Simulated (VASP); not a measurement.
# Ir (Pm-3n) in VASP: further runs

The runs below take Ir through single point, relaxation of cell and atoms, with revPBE.

Everything below comes from runs of VASP 6.6.1. Logs are shortened: lines on timing, memory, paths and dates and some standing lists are left out, and cuts for length are marked.

## Step 1: The cell of the first run

Symmetry: Pm-3n, No. 223, cubic system. Conventional cell: a = 4.961 Å, b = 4.961 Å, c = 4.961 Å, α = 90.00°, β = 90.00°, γ = 90.00°. Within 3.7 Å of Ir (site symmetry m-3) lie 12 Ir at 2.77 Å. Ir (site symmetry -4m2) has 14 Ir at 2.48 to 3.04 Å within 3.3 Å.

## Step 2: Single point, revPBE

Input file INCAR:

```
SYSTEM = Ir
  PREC = Accurate
  ENCUT = 520
  EDIFF = 1E-6
  ISMEAR = -1
  SIGMA = 0.1
  LREAL = .FALSE.
  LASPH = .TRUE.
  NELM = 80
  ALGO = Normal
  ISIF = 2
  LWAVE = .FALSE.
  LCHARG = .FALSE.
  GGA = RE
  NBANDS = 46
```

Input file KPOINTS:

```
Automatic mesh
0
G
  5 5 5
  0 0 0
```

Input file POSCAR:

```
Ir
1.0
    4.9608029451      0.0000000000      0.0000000000
    0.0000000000      4.9608029451      0.0000000000
    0.0000000000      0.0000000000      4.9608029451
Ir
8
Direct
    0.0000000000      1.0000000000      1.0000000000
    0.5000000000      0.5000000000      0.5000000000
    0.2500000000      1.0000000000      0.5000000000
    0.7500000000      1.0000000000      0.5000000000
    0.5000000000      0.2500000000      0.0000000000
    0.5000000000      0.7500000000      0.0000000000
    0.0000000000      0.5000000000      0.2500000000
    0.0000000000      0.5000000000      0.7500000000
```

Potentials or basis: VASP PAW PBE potentials, release 64 (Ir).

Run with:

```sh
cat potpaw_PBE.64/Ir/POTCAR > POTCAR
mpirun -np 1 vasp_std > vasp.out
```

OUTCAR:

```text
SYSTEM = Ir
   PREC = Accurate
   ENCUT = 520
   EDIFF = 1E-6
   ISMEAR = -1
   LREAL = .FALSE.
   LASPH = .TRUE.
   NELM = 80
   ISIF = 2
   GGA = RE

 ion  position               nearest neighbor table
   1  0.000  0.000  0.000-   3 2.77   4 2.77   5 2.77   6 2.77   7 2.77   8 2.77   3 2.77   4 2.77
                             7 2.77   8 2.77   5 2.77   6 2.77
   2  0.500  0.500  0.500-   3 2.77   4 2.77   5 2.77   6 2.77   7 2.77   8 2.77   5 2.77   6 2.77
                             3 2.77   4 2.77   7 2.77   8 2.77
   3  0.250  0.000  0.500-   4 2.48   4 2.48   1 2.77   1 2.77   2 2.77   2 2.77   8 3.04   5 3.04
                             5 3.04   6 3.04   6 3.04   7 3.04   8 3.04   7 3.04
   4  0.750  0.000  0.500-   3 2.48   3 2.48   1 2.77   1 2.77   2 2.77   2 2.77   8 3.04   5 3.04
                             5 3.04   6 3.04   6 3.04   7 3.04   8 3.04   7 3.04
   5  0.500  0.250  0.000-   6 2.48   6 2.48   1 2.77   2 2.77   2 2.77   1 2.77   8 3.04   4 3.04
                             3 3.04   4 3.04   3 3.04   7 3.04   7 3.04   8 3.04
   6  0.500  0.750  0.000-   5 2.48   5 2.48   1 2.77   2 2.77   2 2.77   1 2.77   8 3.04   4 3.04
                             3 3.04   4 3.04   3 3.04   7 3.04   7 3.04   8 3.04
   7  0.000  0.500  0.250-   8 2.48   8 2.48   1 2.77   2 2.77   1 2.77   2 2.77   3 3.04   4 3.04
                             5 3.04   3 3.04   4 3.04   6 3.04   5 3.04   6 3.04
   8  0.000  0.500  0.750-   7 2.48   7 2.48   1 2.77   2 2.77   1 2.77   2 2.77   3 3.04   4 3.04
                             5 3.04   3 3.04   4 3.04   6 3.04   5 3.04   6 3.04

  LATTYP: Found a simple cubic cell.
 ALAT       =     4.9608029451

  Lattice vectors:

 A1 = (   4.9608029451,   0.0000000000,   0.0000000000)
 A2 = (   0.0000000000,   4.9608029451,   0.0000000000)
 A3 = (   0.0000000000,   0.0000000000,   4.9608029451)

Analysis of symmetry for initial positions (statically):
=====================================================================
 Subroutine PRICEL returns:
 Original cell was already a primitive cell.

 Routine SETGRP: Setting up the symmetry group for a
 simple cubic supercell.

 Subroutine GETGRP returns: Found 48 space group operations
 (whereof 24 operations were pure point group operations)
 out of a pool of 48 trial point group operations.

The static configuration has the point symmetry T_h .
 The point group associated with its full space group is O_h .

Analysis of symmetry for dynamics (positions and initial velocities):
=====================================================================
 Subroutine PRICEL returns:
 Original cell was already a primitive cell.

 Routine SETGRP: Setting up the symmetry group for a
 simple cubic supercell.

 Subroutine GETGRP returns: Found 48 space group operations
 (whereof 24 operations were pure point group operations)
 out of a pool of 48 trial point group operations.

The dynamic configuration has the point symmetry T_h .
 The point group associated with its full space group is O_h .

 Subroutine INISYM returns: Found 48 space group operations
 (whereof 24 operations are pure point group operations),
 and found     1 'primitive' translations

----------------------------------------------------------------------------------------

                                     Primitive cell

  volume of cell :     122.0832

  direct lattice vectors                    reciprocal lattice vectors
     4.960802945  0.000000000  0.000000000     0.201580271  0.000000000  0.000000000
     0.000000000  4.960802945  0.000000000     0.000000000  0.201580271  0.000000000
     0.000000000  0.000000000  4.960802945     0.000000000  0.000000000  0.201580271

  length of vectors
     4.960802945  4.960802945  4.960802945     0.201580271  0.201580271  0.201580271

  position of ions in fractional coordinates (direct lattice)
     0.000000000  0.000000000  0.000000000
     0.500000000  0.500000000  0.500000000
     0.250000000  0.000000000  0.500000000
     0.750000000  0.000000000  0.500000000
     0.500000000  0.250000000  0.000000000
     0.500000000  0.750000000  0.000000000
     0.000000000  0.500000000  0.250000000
     0.000000000  0.500000000  0.750000000

  ion indices of the primitive-cell ions
   primitive index   ion index
                 1           1
                 2           2
                 3           3
                 4           4
                 5           5
                 6           6
                 7           7
                 8           8

----------------------------------------------------------------------------------------

 KPOINTS: Automatic mesh

Automatic generation of k-mesh.
 Grid dimensions read from file:
 generate k-points for:    5    5    5

 Generating k-lattice:

  Cartesian coordinates                     Fractional coordinates (reciprocal lattice)
     0.040316054  0.000000000  0.000000000     0.200000000  0.000000000  0.000000000
     0.000000000  0.040316054  0.000000000     0.000000000  0.200000000  0.000000000
     0.000000000  0.000000000  0.040316054     0.000000000  0.000000000  0.200000000

  Length of vectors
     0.040316054  0.040316054  0.040316054

  Shift w.r.t. Gamma in fractional coordinates (k-lattice)
     0.000000000  0.000000000  0.000000000

 Subroutine IBZKPT returns following result:
 ===========================================

 Found     10 irreducible k-points:

 Following reciprocal coordinates:
            Coordinates               Weight
  0.000000  0.000000  0.000000      1.000000
  0.200000  0.000000  0.000000      6.000000
  0.400000  0.000000  0.000000      6.000000
  0.200000  0.200000  0.000000     12.000000
  0.400000  0.200000  0.000000     24.000000
  0.400000  0.400000  0.000000     12.000000
  0.200000  0.200000  0.200000      8.000000
  0.400000  0.200000  0.200000     24.000000
  0.400000  0.400000  0.200000     24.000000
  0.400000  0.400000  0.400000      8.000000
   k-points           NKPTS =     10   k-points in BZ     NKDIM =     10   number of bands    NBANDS=     46
   number of dos      NEDOS =    301   number of ions     NIONS =      8
   total plane-waves  NPLWV =  64000
   dimension x,y,z NGX =    40 NGY =   40 NGZ =   40
   dimension x,y,z NGXF=    80 NGYF=   80 NGZF=   80
   ions per type =               8
   NGX,Y,Z   is equivalent  to a cutoff of  13.40, 13.40, 13.40 a.u.
   NGXF,Y,Z  is equivalent  to a cutoff of  26.81, 26.81, 26.81 a.u.
 SYSTEM =  Ir
   PREC   = accura    normal or accurate (medium, high low for compatibility)
   ISTART =      0    job   : 0-new  1-cont  2-samecut
   ICHARG =      2    charge: 1-file 2-atom 10-const
   ISPIN  =      1    spin polarized calculation?
   LNONCOLLINEAR =      F non collinear calculations
   LSORBIT =      F    spin-orbit coupling
   LASPH  =      T    aspherical Exc in radial PAW
   ENCUT  =  520.0 eV  38.22 Ry    6.18 a.u.   9.22  9.22  9.22*2*pi/ulx,y,z
   NELM   =     80;   NELMIN=  2; NELMDL= -5     # of ELM steps
   EDIFF  = 0.1E-05   stopping-criterion for ELM
   LREAL  =      F    real-space projection
   EDIFFG = 0.1E-04   stopping-criterion for IOM
   NSW    =      0    number of steps for IOM
   IBRION =     -1    ionic relax: 0-MD 1-quasi-New 2-CG
   NFREE  =      0    steps in history (QN), initial steepest desc. (CG)
   ISIF   =      2    stress and relaxation
   ISYM   =      2    0-nonsym 1-usesym 2-fastsym
   POTIM  = 0.5000    time-step for ionic-motion
   TEBEG  =    0.0;   TEEND  =   0.0 temperature during run
   PSTRESS=    0.0 pullay stress
   NELECT =      72.0000    total number of electrons
   NUPDOWN=      -1.0000    fix difference up-down
   EMIN   =  10.00;   EMAX   =-10.00  energy-range for DOS
   EFERMI =   0.00;   METHOD = LEGACY
   ISMEAR =    -1;   SIGMA  =   0.10  broadening in eV -4-tet -1-fermi 0-gaus
   EFERMI_NEDOS =   21; number of points for ismear=-14 and -15
   IALGO  =     38    algorithm
   IMIX   =      4    mixing-type and parameters
     AMIX     =   0.40;   BMIX     =  1.00
     AMIX_MAG =   1.60;   BMIX_MAG =  1.00
  volume/ion in A,a.u.               =      15.26       102.98
  Fermi-wavevector in a.u.,A,eV,Ry     =   1.372884  2.594374 25.644385  1.884809
  Thomas-Fermi vector in A             =   2.498450
   LORBIT       =      0    0 simple, 1 ext, 2 COOP (PROOUT), +10 PAW based schemes
   GGA     = RE    functional components
   LHFCALC =     F    Hartree Fock is set to
   AEXX    =    0.0000 exact exchange contribution
   IVDW    =     0    specifies the selected vdW correction
   LEPSILON=     F    determine dielectric tensor
   LRPA    =     F    only Hartree local field effects (RPA)
 non-spin polarized calculation
  energy-cutoff  :      520.00
  volume of cell :      122.08
 maximum number of plane-waves:      3305
 NGX is ok and might be reduce to    40
   NGX = 19   NGY = 19   NGZ = 19

 number of electron      71.9999997 magnetization

 Free energy of the ion-electron system (eV)
  ---------------------------------------------------
  ext. energy  EPLUGINS =         0.00000000
  ---------------------------------------------------
  free energy    TOTEN  =       -62.76424191 eV

  energy without entropy =      -62.34621717  energy(sigma->0) =      -62.55522954

 E-fermi :   9.2755     XC(G=0): -13.4780

 val. band max:        9.2584264851   @ k =   0.4000   0.4000   0.0000
 cond. band min:       9.2807771014   @ k =   0.2000   0.2000   0.2000
 fundamental gap:      0.0223506163
 Fermi energy:         9.2755061957

 k-point     1 :       0.0000    0.0000    0.0000
  band No.  band energies     occupation
      1      -1.1226      2.00000
      2       1.6709      2.00000
      3       1.6709      2.00000
      4       2.9391      2.00000
      5       3.2332      2.00000
      6       3.2391      2.00000
[... 38 lines left out ...]
     45      13.2974      0.00000
     46      13.2974      0.00000
[... 400 lines left out ...]
      6       2.9524      2.00000
[... 38 lines left out ...]
     45      11.2058      0.00000
     46      11.2269      0.00000

------------------------ aborting loop because EDIFF is reached ----------------------------------------

  FORCE on cell =-STRESS in cart. coord.  units (eV):
  Direction    XX          YY          ZZ          XY          YZ          ZX
  --------------------------------------------------------------------------------------
  -------------------------------------------------------------------------------------
  Total        0.2783675      0.2783675      0.2783675      0.0000000     -0.0000000     -0.0000000
  in kB        3.6531983      3.6531983      3.6531983      0.0000000     -0.0000000     -0.0000000
  external PRESSURE =       3.6531983 kB  Pullay stress =       0.0000000 kB

 VOLUME and BASIS-vectors are now :
 -----------------------------------------------------------------------------
  energy-cutoff  :      520.00
  volume of cell :      122.08
      direct lattice vectors                 reciprocal lattice vectors
     4.960802945  0.000000000  0.000000000     0.201580271  0.000000000  0.000000000
     0.000000000  4.960802945  0.000000000     0.000000000  0.201580271  0.000000000
     0.000000000  0.000000000  4.960802945     0.000000000  0.000000000  0.201580271

 POSITION                                       TOTAL-FORCE (eV/Angst)
 -----------------------------------------------------------------------------------
      0.00000      0.00000      0.00000        -0.000000     -0.000000      0.000000
      2.48040      2.48040      2.48040        -0.000000     -0.000000      0.000000
      1.24020      0.00000      2.48040         0.000000      0.000000      0.000000
      3.72060      0.00000      2.48040        -0.000000      0.000000     -0.000000
      2.48040      1.24020      0.00000        -0.000000     -0.000000     -0.000000
      2.48040      3.72060      0.00000        -0.000000     -0.000000      0.000000
      0.00000      2.48040      1.24020         0.000000     -0.000000      0.000000
      0.00000      2.48040      3.72060         0.000000      0.000000     -0.000000
 -----------------------------------------------------------------------------------
    total drift:                               -0.000000     -0.000000      0.000000

  FREE ENERGIE OF THE ION-ELECTRON SYSTEM (eV)
  ---------------------------------------------------
  free  energy   TOTEN  =       -62.7642419093 eV

  energy  without entropy=      -62.3462171739  energy(sigma->0) =      -62.55522954
```

Run time: 32 s. Hardware: 1 thread of Intel Xeon Platinum 8559C (Emerald Rapids), shared host; peak memory 0.23 GiB.

What came out:

| Item | Value |
| --- | --- |
| Free energy | -62.7642 eV |
| Pressure | 0.4 GPa |
| Band gap on the k mesh | zero (band 36 reaches 9.70 eV, above the bottom of band 37 at 9.23 eV) |

Caveat: the PAW data sets were made with another functional, which shifts forces and pressure a little; spin-orbit coupling is left out, which moves the levels of the heavy elements.

(Part 1 of 2 ends here.)
